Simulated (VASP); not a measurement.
# SbW (wurtzite type) (P6_3mc) in VASP: a series of runs

SbW (wurtzite type) is run at these levels: PBEsol; tasks: single point.

All numbers are computed with VASP 6.6.1; they aren't measurements. Logs are shortened: lines on timing, memory, paths and dates and some standing lists are left out, and cuts for length are marked.

### Step 1. The cell of the first run

The structure is hexagonal, space group P6_3mc (No. 186). Conventional cell: a = 2.841 Å, b = 2.841 Å, c = 9.195 Å, α = 90.00°, β = 90.00°, γ = 120.00°. Within 3.3 Å of W (site symmetry 3m) lie 4 Sb at 2.52 to 2.65 Å and 6 W at 2.84 Å. Sb (site symmetry 3m) has 4 W at 2.52 to 2.65 Å and 6 Sb at 2.84 Å within 3.3 Å.

### Step 2. Single point, PBEsol

INCAR

```
ALGO = Normal
EDIFF = 1E-7
ENCUT = 520
GGA = PS
ISIF = 2
ISMEAR = -1
LASPH = T
LCHARG = F
LREAL = F
LWAVE = F
NBANDS = 27
NELM = 80
PREC = Accurate
SIGMA = 0.05
```

KPOINTS

```
k-points
0
Gamma
  9 9 5
```

POSCAR

```
SbW
1.0
    2.8410908412      0.0000000000      0.0000000000
   -1.4205454206      2.4604568429      0.0000000000
    0.0000000000      0.0000000000      9.1954885188
W Sb
2 2
Direct
    0.3333333333      0.6666666667      0.0510014519
    0.6666666667      0.3333333333      0.5510014519
    0.3333333333      0.6666666667      0.3249985481
    0.6666666667      0.3333333333      0.8249985481
```

Potentials or basis: VASP PAW PBE potentials, release 64 (W_sv, Sb).

The run is started by

```bash
$ cat potpaw_PBE.64/W_sv/POTCAR potpaw_PBE.64/Sb/POTCAR > POTCAR
$ mpirun -np 1 vasp_std > vasp.out
```

OUTCAR:

```text
EDIFF = 1E-7
   ENCUT = 520
   GGA = PS
   ISIF = 2
   ISMEAR = -1
   LASPH = T
   LREAL = F
   NELM = 80
   PREC = Accurate

 ion  position               nearest neighbor table
   1  0.333  0.667  0.051-   3 2.52   4 2.65   4 2.65   4 2.65
   2  0.667  0.333  0.551-   4 2.52   3 2.65   3 2.65   3 2.65
   3  0.333  0.667  0.325-   1 2.52   2 2.65   2 2.65   2 2.65
   4  0.667  0.333  0.825-   2 2.52   1 2.65   1 2.65   1 2.65

  LATTYP: Found a hexagonal cell.
 ALAT       =     2.8410908412
 C/A-ratio  =     3.2366048933

  Lattice vectors:

 A1 = (   2.8410908412,   0.0000000000,   0.0000000000)
 A2 = (  -1.4205454206,   2.4604568429,   0.0000000000)
 A3 = (   0.0000000000,   0.0000000000,   9.1954885188)

Analysis of symmetry for initial positions (statically):
=====================================================================
 Subroutine PRICEL returns:
 Original cell was already a primitive cell.

 Routine SETGRP: Setting up the symmetry group for a
 hexagonal supercell.

 Subroutine GETGRP returns: Found 12 space group operations
 (whereof  6 operations were pure point group operations)
 out of a pool of 24 trial point group operations.

The static configuration has the point symmetry C_3v.
 The point group associated with its full space group is C_6v.

Analysis of symmetry for dynamics (positions and initial velocities):
=====================================================================
 Subroutine PRICEL returns:
 Original cell was already a primitive cell.

 Routine SETGRP: Setting up the symmetry group for a
 hexagonal supercell.

 Subroutine GETGRP returns: Found 12 space group operations
 (whereof  6 operations were pure point group operations)
 out of a pool of 24 trial point group operations.

The dynamic configuration has the point symmetry C_3v.
 The point group associated with its full space group is C_6v.

 Subroutine INISYM returns: Found 12 space group operations
 (whereof  6 operations are pure point group operations),
 and found     1 'primitive' translations

----------------------------------------------------------------------------------------

                                     Primitive cell

  volume of cell :      64.2800

  direct lattice vectors                    reciprocal lattice vectors
     2.841090841  0.000000000  0.000000000     0.351977482  0.203214294  0.000000000
    -1.420545421  2.460456843  0.000000000     0.000000000  0.406428588  0.000000000
     0.000000000  0.000000000  9.195488519     0.000000000  0.000000000  0.108748980

  length of vectors
     2.841090841  2.841090841  9.195488519     0.406428588  0.406428588  0.108748980

  position of ions in fractional coordinates (direct lattice)
     0.333333333  0.666666667  0.051001452
     0.666666667  0.333333333  0.551001452
     0.333333333  0.666666667  0.324998548
     0.666666667  0.333333333  0.824998548

  ion indices of the primitive-cell ions
   primitive index   ion index
                 1           1
                 2           2
                 3           3
                 4           4

----------------------------------------------------------------------------------------

 KPOINTS: k-points

Automatic generation of k-mesh.
 Grid dimensions read from file:
 generate k-points for:    9    9    5

 Generating k-lattice:

  Cartesian coordinates                     Fractional coordinates (reciprocal lattice)
     0.039108609  0.022579366  0.000000000     0.111111111  0.000000000  0.000000000
     0.000000000  0.045158732  0.000000000     0.000000000  0.111111111  0.000000000
     0.000000000  0.000000000  0.021749796     0.000000000  0.000000000  0.200000000

  Length of vectors
     0.045158732  0.045158732  0.021749796

  Shift w.r.t. Gamma in fractional coordinates (k-lattice)
     0.000000000  0.000000000  0.000000000

 Subroutine IBZKPT returns following result:
 ===========================================

 Found     36 irreducible k-points:

 Following reciprocal coordinates:
            Coordinates               Weight
  0.000000  0.000000  0.000000      1.000000
  0.111111  0.000000  0.000000      6.000000
  0.222222  0.000000  0.000000      6.000000
  0.333333  0.000000  0.000000      6.000000
  0.444444  0.000000  0.000000      6.000000
  0.111111  0.111111  0.000000      6.000000
[... 16 lines left out ...]
  0.333333  0.222222  0.200000     24.000000
  0.333333  0.333333  0.200000      4.000000
 [... further k-points ...]
   k-points           NKPTS =     36   k-points in BZ     NKDIM =     36   number of bands    NBANDS=     27
   number of dos      NEDOS =    301   number of ions     NIONS =      4
   total plane-waves  NPLWV =  40320
   dimension x,y,z NGX =    24 NGY =   24 NGZ =   70
   dimension x,y,z NGXF=    48 NGYF=   48 NGZF=  140
   ions per type =               2   2
   NGX,Y,Z   is equivalent  to a cutoff of  14.04, 14.04, 12.66 a.u.
   NGXF,Y,Z  is equivalent  to a cutoff of  28.09, 28.09, 25.31 a.u.
 SYSTEM =  unknown system
   PREC   = accura    normal or accurate (medium, high low for compatibility)
   ISTART =      0    job   : 0-new  1-cont  2-samecut
   ICHARG =      2    charge: 1-file 2-atom 10-const
   ISPIN  =      1    spin polarized calculation?
   LNONCOLLINEAR =      F non collinear calculations
   LSORBIT =      F    spin-orbit coupling
   LASPH  =      T    aspherical Exc in radial PAW
   ENCUT  =  520.0 eV  38.22 Ry    6.18 a.u.   5.28  5.28 17.10*2*pi/ulx,y,z
   NELM   =     80;   NELMIN=  2; NELMDL= -5     # of ELM steps
   EDIFF  = 0.1E-06   stopping-criterion for ELM
   LREAL  =      F    real-space projection
   EDIFFG = 0.1E-05   stopping-criterion for IOM
   NSW    =      0    number of steps for IOM
   IBRION =     -1    ionic relax: 0-MD 1-quasi-New 2-CG
   NFREE  =      0    steps in history (QN), initial steepest desc. (CG)
   ISIF   =      2    stress and relaxation
   ISYM   =      2    0-nonsym 1-usesym 2-fastsym
   POTIM  = 0.5000    time-step for ionic-motion
   TEBEG  =    0.0;   TEEND  =   0.0 temperature during run
   PSTRESS=    0.0 pullay stress
   NELECT =      38.0000    total number of electrons
   NUPDOWN=      -1.0000    fix difference up-down
   EMIN   =  10.00;   EMAX   =-10.00  energy-range for DOS
   EFERMI =   0.00;   METHOD = LEGACY
   ISMEAR =    -1;   SIGMA  =   0.05  broadening in eV -4-tet -1-fermi 0-gaus
   EFERMI_NEDOS =   21; number of points for ismear=-14 and -15
   IALGO  =     38    algorithm
   IMIX   =      4    mixing-type and parameters
     AMIX     =   0.40;   BMIX     =  1.00
     AMIX_MAG =   1.60;   BMIX_MAG =  1.00
  volume/ion in A,a.u.               =      16.07       108.45
  Fermi-wavevector in a.u.,A,eV,Ry     =   1.373971  2.596428 25.685017  1.887795
  Thomas-Fermi vector in A             =   2.499440
   LORBIT       =      0    0 simple, 1 ext, 2 COOP (PROOUT), +10 PAW based schemes
   GGA     = PS    functional components
   LHFCALC =     F    Hartree Fock is set to
   AEXX    =    0.0000 exact exchange contribution
   IVDW    =     0    specifies the selected vdW correction
   LEPSILON=     F    determine dielectric tensor
   LRPA    =     F    only Hartree local field effects (RPA)
 non-spin polarized calculation
  energy-cutoff  :      520.00
  volume of cell :       64.28
 maximum number of plane-waves:      1744
 NGX is ok and might be reduce to    24
   NGX = 11   NGY = 11   NGZ = 35

 number of electron      38.0000002 magnetization

 Free energy of the ion-electron system (eV)
  ---------------------------------------------------
  ext. energy  EPLUGINS =         0.00000000
  ---------------------------------------------------
  free energy    TOTEN  =       -31.21875971 eV

  energy without entropy =      -31.18747281  energy(sigma->0) =      -31.20311626

 E-fermi :  13.5250     XC(G=0): -13.1339

 val. band max:       13.5176177449   @ k =   0.3333   0.1111   0.2000
 cond. band min:      13.5362816891   @ k =   0.4444   0.1111   0.4000
 fundamental gap:      0.0186639442
 Fermi energy:        13.5249532887

 k-point     1 :       0.0000    0.0000    0.0000
  band No.  band energies     occupation
      1     -60.0167      2.00000
      2     -60.0164      2.00000
      3     -24.6491      2.00000
      4     -24.6407      2.00000
      5     -23.7657      2.00000
      6     -23.7657      2.00000
[... 19 lines left out ...]
     26      22.5829      0.00000
     27      23.9023      0.00000

 k-point     2 :       0.1111    0.0000    0.0000
  band No.  band energies     occupation
      1     -60.0079      2.00000
      2     -60.0076      2.00000
      3     -24.6299      2.00000
      4     -24.6222      2.00000
      5     -23.8814      2.00000
      6     -23.8800      2.00000
[... 19 lines left out ...]
     26      21.4627      0.00000
     27      21.4721      0.00000

 k-point     3 :       0.2222    0.0000    0.0000
  band No.  band energies     occupation
      1     -59.9853      2.00000
      2     -59.9851      2.00000
      3     -24.5811      2.00000
      4     -24.5752      2.00000
      5     -24.1669      2.00000
      6     -24.1653      2.00000
[... 19 lines left out ...]
     26      19.7446      0.00000
     27      21.8994      0.00000

 k-point     4 :       0.3333    0.0000    0.0000
  band No.  band energies     occupation
      1     -59.9595      2.00000
      2     -59.9593      2.00000
      3     -24.5264      2.00000
      4     -24.5252      2.00000
      5     -24.4775      2.00000
      6     -24.4738      2.00000
[... 19 lines left out ...]
     26      18.5123      0.00000
     27      20.7870      0.00000

 k-point     5 :       0.4444    0.0000    0.0000
  band No.  band energies     occupation
      1     -59.9427      2.00000
      2     -59.9425      2.00000
      3     -24.6778      2.00000
      4     -24.6761      2.00000
      5     -24.4867      2.00000
      6     -24.4848      2.00000
[... 19 lines left out ...]
     26      18.5868      0.00000
     27      20.2284      0.00000

 k-point     6 :       0.1111    0.1111    0.0000
  band No.  band energies     occupation
      1     -59.9921      2.00000
      2     -59.9918      2.00000
      3     -24.5959      2.00000
      4     -24.5894      2.00000
      5     -24.0711      2.00000
      6     -24.0701      2.00000
[... 444 lines left out ...]
      1     -59.9382      2.00000
      2     -59.9380      2.00000
      3     -24.6694      2.00000
      4     -24.6680      2.00000
      5     -24.4767      2.00000
      6     -24.4759      2.00000
[... 19 lines left out ...]
     26      19.4808      0.00000
     27      20.0106      0.00000

 k-point    22 :       0.2222    0.2222    0.2000
  band No.  band energies     occupation
      1     -59.9481      2.00000
      2     -59.9480      2.00000
      3     -24.5082      2.00000
      4     -24.5057      2.00000
      5     -24.4870      2.00000
      6     -24.4826      2.00000
[... 19 lines left out ...]
     26      18.8170      0.00000
     27      19.8285      0.00000

 k-point    23 :       0.3333    0.2222    0.2000
  band No.  band energies     occupation
      1     -59.9352      2.00000
      2     -59.9351      2.00000
      3     -24.5639      2.00000
      4     -24.5626      2.00000
      5     -24.4706      2.00000
      6     -24.4694      2.00000
[... 19 lines left out ...]
     26      19.7509      0.00000
     27      20.6507      0.00000

 k-point    24 :       0.3333    0.3333    0.2000
  band No.  band energies     occupation
      1     -59.9307      2.00000
      2     -59.9307      2.00000
      3     -24.4608      2.00000
      4     -24.4608      2.00000
      5     -24.4319      2.00000
      6     -24.4319      2.00000
[... 19 lines left out ...]
     26      19.2103      0.00000
     27      20.5969      0.00000

 [... further k-points ...]
[... 5 lines left out ...]
  --------------------------------------------------------------------------------------
  -------------------------------------------------------------------------------------
  Total       21.4434239     21.4434239     21.1064779      0.0000000      0.0000000     -0.0000000
  in kB      534.4770180    534.4770180    526.0786434      0.0000000      0.0000000     -0.0000000
  external PRESSURE =     531.6775598 kB  Pullay stress =       0.0000000 kB

 VOLUME and BASIS-vectors are now :
 -----------------------------------------------------------------------------
  energy-cutoff  :      520.00
  volume of cell :       64.28
      direct lattice vectors                 reciprocal lattice vectors
     2.841090841  0.000000000  0.000000000     0.351977482  0.203214294  0.000000000
    -1.420545421  2.460456843  0.000000000     0.000000000  0.406428588  0.000000000
     0.000000000  0.000000000  9.195488519     0.000000000  0.000000000  0.108748980

 POSITION                                       TOTAL-FORCE (eV/Angst)
 -----------------------------------------------------------------------------------
     -0.00000      1.64030      0.46898         0.000000      0.000000      0.063963
      1.42055      0.82015      5.06673        -0.000000     -0.000000      0.063963
     -0.00000      1.64030      2.98852         0.000000      0.000000     -0.063963
      1.42055      0.82015      7.58626        -0.000000      0.000000     -0.063963
 -----------------------------------------------------------------------------------
    total drift:                               -0.000000      0.000000      0.000404

  FREE ENERGIE OF THE ION-ELECTRON SYSTEM (eV)
  ---------------------------------------------------
  free  energy   TOTEN  =       -31.2187597134 eV

  energy  without entropy=      -31.1874728088  energy(sigma->0) =      -31.20311626
```

Run time: 27 s. Hardware: 1 thread of Intel Xeon 6975P-C (Granite Rapids), shared host; peak memory 0.22 GiB.

Results:

```yaml
Free_energy: -31.2188 eV
Pressure: 53.2 GPa
Largest_force: 0.064 eV/Å
Band_gap_on_the_k_mesh: zero (bands 19 and 20 overlap by 3.06 eV)
```

Forces on the atoms (eV/Å):
```
W    0.000  0.000  0.064
W    0.000  0.000  0.064
Sb   0.000  0.000 -0.064
Sb   0.000  0.000 -0.064
```

Caveat: the cell stands under pressure; the PAW data sets were made with another functional, which shifts forces and pressure a little; spin-orbit coupling is left out, which moves the levels of the heavy elements.

[end of part 1 of 2]
